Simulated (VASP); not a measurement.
Runs of VASP 6.6.1 on AgBr (rocksalt type). The structure is that of space group Fm-3m (No. 225), or close to it. The cells are those of the table. 

```tsv
cell	smearing	gap on the mesh (eV)	pressure (GPa)
a = 3.897 Å, angles 60.0°, 2 atoms	fermi-dirac 0.08 eV	0.69	10.7
a = 3.321 Å, angles 60.0°, 2 atoms	gaussian 0.01 eV	none	142.6
a = 4.130 Å, angles 60.0°, 2 atoms	fermi-dirac 0.08 eV	0.69	(a)
a = 3.321 Å, angles 60.0°, 2 atoms	fermi-dirac 0.08 eV	none	142.6
```

Alike in all rows: task single point; level PBE; potentials or basis VASP PAW PBE potentials, release 64 (Ag, Br); no spin polarisation; k mesh 14 × 14 × 14; cutoff (eV) 500.

Estimate the missing entries.

(a) 0.0.

Caveats: the cell stands under pressure (at least some runs).

A k mesh can miss the band edges, and the runs leave out spin-orbit coupling on Ag, Br.

A gap of «none» marks levels without a gap at the run's occupations.
